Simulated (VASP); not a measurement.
Al3InAs4, 8 atoms in the cell. The structure is cubic, space group P-43m (No. 215). The conventional cell has a = 5.716 Å, b = 5.716 Å, c = 5.716 Å, α = 90.00°, β = 90.00°, γ = 90.00°. Al (site symmetry -42m) has 4 As at 2.44 Å within 3.2 Å. In (site symmetry -43m) has 4 As at 2.58 Å within 3.4 Å. As (site symmetry 3m) has 3 Al at 2.44 Å and 1 In at 2.58 Å within 3.2 Å. 

- Program: VASP 6.6.1
- Task: relaxation of the atoms
- Functional: PBE
- Potentials or basis: VASP PAW PBE potentials, release 64 (Al, In_d, As)
- Cutoff: 520 eV
- k mesh: 6 × 6 × 6
- Occupations: gaussian, width 0.02 eV
- Spin: no spin polarisation
- Dipole correction: no
- Further INCAR settings: ALGO = Normal; EDIFF = 1e-07; IBRION = 2; EDIFFG = -0.01; NSW = 50

Potentials or basis: VASP PAW PBE potentials, release 64 (Al, In_d, As).

Run with:

```console
$ cat potpaw_PBE.64/Al/POTCAR potpaw_PBE.64/In_d/POTCAR potpaw_PBE.64/As/POTCAR > POTCAR
$ mpirun -np 1 vasp_std > vasp.out
```

Hardware: 1 thread of Oxide Virtual Turin-like Processor (shared host).

Estimate the wall time of this run.

It took 4.2 min on 1 thread of Oxide Virtual Turin-like Processor, with other jobs on the host, peak memory 0.35 GiB. Counts: scf iterations 22, k points 20, ion steps 2.
